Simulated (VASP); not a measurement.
## Cu: single point with LDA

The system is Cu.

```
CELL_PARAMETERS angstrom
0.00000 1.75882 1.75882
1.75882 0.00000 1.75882
1.75882 1.75882 0.00000
ATOMIC_POSITIONS crystal
Cu 0.00000 0.00000 0.00000
```

* Program: VASP 6.6.1
* Task: single point
* Functional: LDA
* Potentials or basis: VASP PAW LDA potentials, release 64 (Cu)
* Cutoff: 520 eV
* k mesh: 15 × 15 × 15
* Occupations: fermi-dirac, width 0.01 eV
* Spin: no spin polarisation

| Property | Result |
| --- | --- |
| Pressure | 0.7 GPa |

Levels at points of the mesh, in eV from the Fermi level:
| k point | band 4 | band 5 | band 6 | band 7 | band 8 | band 9 |
| --- | --- | --- | --- | --- | --- | --- |
| (0.00, 0.00, 0.00) | -3.43 | -2.48 | -2.48 | 23.25 | 26.37 | 26.37 |

Wall time 12 s on 1 thread of AMD EPYC 7R13 Processor (Zen 3), with other jobs on the host, peak memory 0.09 GiB.
